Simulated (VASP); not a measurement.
# BN in VASP: settings compared, part 2 of 2

VASP 6.6.1. The steps go on from the part before.

## Step 5: Single point, PBEsol

This run uses another cell than the first one, of 6.20 Å³/atom, 1.040 times its volume.

Input file INCAR:

```
PREC     = Accurate       # precision mode
ENCUT    = 600            # plane-wave cutoff, eV
EDIFF    = 1E-6           # SCF threshold, eV
ISMEAR   = -1             # smearing method
SIGMA    = 0.05           # smearing width, eV
LREAL    = F              # projectors in reciprocal space
LASPH    = T              # aspherical terms in the spheres
NELM     = 120            # most SCF steps
ALGO     = Normal         # electronic algorithm
ISIF     = 2              # what is computed and relaxed
LWAVE    = F              # write WAVECAR
LCHARG   = T              # write CHGCAR
GGA      = PS             # functional
LELF     = T              # ELF
LVHAR    = T            
NBANDS   = 11             # bands
GGA_COMPAT= F
```

Input file KPOINTS:

```
regular mesh
0
Gamma
  10 10 10
```

Input file POSCAR:

```
BN
1.0
    0.0000000000      1.8492610200      1.8130010000
    1.8492610200      0.0000000000      1.8130010000
    1.8492610200      1.8492610200      0.0000000000
N B
1 1
Direct
    0.2500000000      0.2500000000      0.2500000000
    0.0000000000      0.0000000000      0.0000000000
```

Potentials or basis: VASP PAW PBE potentials, release 64 (N, B).

The run is started by

```console
> cat potpaw_PBE.64/N/POTCAR potpaw_PBE.64/B/POTCAR > POTCAR
> mpirun -np 1 vasp_std > vasp.out
```

OUTCAR:

```text
PREC = Accurate
   ENCUT = 600
   EDIFF = 1E-6
   ISMEAR = -1
   LREAL = F
   LASPH = T
   NELM = 120
   ISIF = 2
   GGA = PS

 ion  position               nearest neighbor table
   1  0.250  0.250  0.250-   2 1.59   2 1.59   2 1.59   2 1.59
   2  0.000  0.000  0.000-   1 1.59   1 1.59   1 1.59   1 1.59

  LATTYP: Found a body centered tetragonal cell.
 ALAT       =     2.6152500149
 C/A-ratio  =     1.3864838847

  Lattice vectors:
[... 520 lines left out ...]
     11      37.4366      0.00000

 [... further k-points ...]

------------------------ aborting loop because EDIFF is reached ----------------------------------------

  FORCE on cell =-STRESS in cart. coord.  units (eV):
  Direction    XX          YY          ZZ          XY          YZ          ZX
  --------------------------------------------------------------------------------------
  -------------------------------------------------------------------------------------
  Total       -1.7955071     -1.7955071     -0.9326890      0.0000000      0.0000000     -0.0000000
  in kB     -231.9921261   -231.9921261   -120.5099693      0.0000000      0.0000000     -0.0000000
  external PRESSURE =    -194.8314072 kB  Pullay stress =       0.0000000 kB

 VOLUME and BASIS-vectors are now :
 -----------------------------------------------------------------------------
  energy-cutoff  :      600.00
  volume of cell :       12.40
      direct lattice vectors                 reciprocal lattice vectors
     0.000000000  1.849261020  1.813001000    -0.270378273  0.270378273  0.275785838
     1.849261020  0.000000000  1.813001000     0.270378273 -0.270378273  0.275785838
     1.849261020  1.849261020  0.000000000     0.270378273  0.270378273 -0.275785838

 POSITION                                       TOTAL-FORCE (eV/Angst)
 -----------------------------------------------------------------------------------
      0.92463      0.92463      0.90650        -0.000000     -0.000000     -0.000000
      0.00000      0.00000      0.00000         0.000000      0.000000      0.000000
 -----------------------------------------------------------------------------------
    total drift:                                0.000000      0.000000      0.000000

  FREE ENERGIE OF THE ION-ELECTRON SYSTEM (eV)
  ---------------------------------------------------
  free  energy   TOTEN  =       -18.3044488266 eV

  energy  without entropy=      -18.3044488266  energy(sigma->0) =      -18.30444883
```

Wall time 11 s (1 thread of Intel Xeon Platinum 8124M at 3.00GHz (Skylake/Cascade Lake), shared host); peak memory 0.14 GiB.

Results:

```
Free energy            : -18.3044 eV
Pressure               : -19.5 GPa
Band gap on the k mesh : 3.89 eV, indirect (least direct gap 8.32 eV)
```

Caveat: the PAW data sets were made with another functional, which shifts forces and pressure a little. A k mesh can miss the band edges.

## Step 6: Single point, PBEsol

This run uses another cell than the first one, of 6.45 Å³/atom, 1.082 times its volume.

Input file INCAR:

```
SYSTEM = BN
PREC = Accurate ; ENCUT = 600
EDIFF = 1E-6 ; ISMEAR = -1
SIGMA = 0.05 ; LREAL = .False.
LASPH = .True. ; NELM = 120
ALGO = Normal ; ISIF = 2
LWAVE = .False. ; LCHARG = .False.
GGA = PS ; NBANDS = 11
GGA_COMPAT = .False.
```

Input file KPOINTS:

```
Automatic mesh
0
Gamma
  10 10 10
  0 0 0
```

Input file POSCAR:

```
BN
1.0
    0.0000000000      1.8855210400      1.8130010000
    1.8855210400      0.0000000000      1.8130010000
    1.8855210400      1.8855210400      0.0000000000
N B
1 1
Direct
    0.2500000000      0.2500000000      0.2500000000
    0.0000000000      0.0000000000      0.0000000000
```

Potentials or basis: VASP PAW PBE potentials, release 64 (N, B).

The run is started by

```console
> cat potpaw_PBE.64/N/POTCAR potpaw_PBE.64/B/POTCAR > POTCAR
> mpirun -np 1 vasp_std > vasp.out
```

Run time: 10 s. Hardware: 1 thread of Intel Xeon Platinum 8124M at 3.00GHz (Skylake/Cascade Lake), shared host; peak memory 0.14 GiB.

Results (log left out):

```
Free energy            : -18.2118 eV
Pressure               : -30.8 GPa
Band gap on the k mesh : 3.56 eV, indirect (least direct gap 7.96 eV)
```

Stress tensor (GPa, compression positive):
```
-37.69   0.00   0.00
  0.00 -37.69   0.00
  0.00   0.00 -16.99
```

Levels at points of the mesh, in eV from the valence-band top:
```
           k point  band 2  band 3  band 4  band 5  band 6  band 7
(0.00, 0.00, 0.00)   -0.34   -0.34    0.00    7.96    8.22    8.22
(0.50, 0.00, 0.00)  -10.23   -2.29   -1.75    8.51    9.72   10.35
(0.50, 0.50, 0.00)   -8.28   -5.07   -5.07    3.56    7.79   16.40
(0.50, 0.00, 0.50)   -8.82   -4.58   -4.57    4.17    8.67   16.00
```

Caveat: the PAW data sets were made with another functional, which shifts forces and pressure a little. Expect the measured gap to be larger: semilocal functionals such as PBEsol lack the derivative discontinuity.

## Step 7: The runs side by side

```csv
level,potentials or basis,cell,k mesh,cutoff (eV),gap on the mesh (eV),pressure (GPa)
LDA,"VASP PAW LDA potentials, release 64 (N, B)","a = 2.564 Å, angles 60.0°, 2 atoms",13 × 13 × 13,520,4.41,-13.3
PBEsol,"VASP PAW PBE potentials, release 64 (N, B)","a = 2.564 Å, angles 60.0°, 2 atoms",11 × 11 × 11,600,4.37,-6.0
PBEsol,"VASP PAW PBE potentials, release 64 (N, B)","a = 2.577, b = 2.577, c = 2.590 Å, angles 59.8, 59.8, 60.3°, 2 atoms",10 × 10 × 10,600,4.07,-13.0
PBEsol,"VASP PAW PBE potentials, release 64 (N, B)","a = 2.590, b = 2.590, c = 2.615 Å, angles 59.7, 59.7, 60.7°, 2 atoms",10 × 10 × 10,600,3.89,-19.5
PBEsol,"VASP PAW PBE potentials, release 64 (N, B)","a = 2.616, b = 2.616, c = 2.667 Å, angles 59.4, 59.4, 61.3°, 2 atoms",10 × 10 × 10,600,3.56,-30.8
```

Alike in all rows: task single point; no spin polarisation; smearing fermi-dirac 0.05 eV.

Caveats: the PAW data sets were made with another functional, which shifts forces and pressure a little (some runs).

Total energies depend on the potentials used, so only differences within one code and one set of settings carry meaning.
